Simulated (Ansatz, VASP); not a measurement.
**Al2Pt in VASP and in Ansatz**

```
CELL_PARAMETERS angstrom
0.00000 2.94917 2.94917
2.94917 0.00000 2.94917
2.94917 2.94917 0.00000
ATOMIC_POSITIONS crystal
Al 0.25000 0.25000 0.25000
Al 0.75000 0.75000 0.75000
Pt 0.00000 0.00000 0.00000
```

Alike in both runs: task relaxation of cell and atoms; functional PBE; k mesh 6 × 6 × 6; occupations gaussian, width 0.1 eV; no spin polarisation.

|  | VASP | Ansatz |
| --- | --- | --- |
| version | VASP 6.6.1 | Ansatz 0.2.0 |
| potentials or method | VASP PAW PBE potentials, release 64 (Al, Pt), cutoff 500 eV | scalar-relativistic, plane waves, PAW |
| valence electrons in the cell | 16 | 24 |

|  | VASP | Ansatz | Ansatz less VASP |
| --- | --- | --- | --- |
| gap on the k mesh at the Fermi level, each at its own relaxed structure (eV) | none | none | - |
| relaxed volume (Å³/atom) | 17.49 | 17.51 | +0.024 |
| relaxed cell length with the largest relative difference (Å) | 4.202 | 4.204 | +0.0019 |

A gap of «none» marks a metal or a gap that the smearing closes. VASP's potentials hold 16 valence electrons a cell and Ansatz's 24, so a difference there can come from the potentials and not from the codes.

Spin-orbit coupling is off throughout.
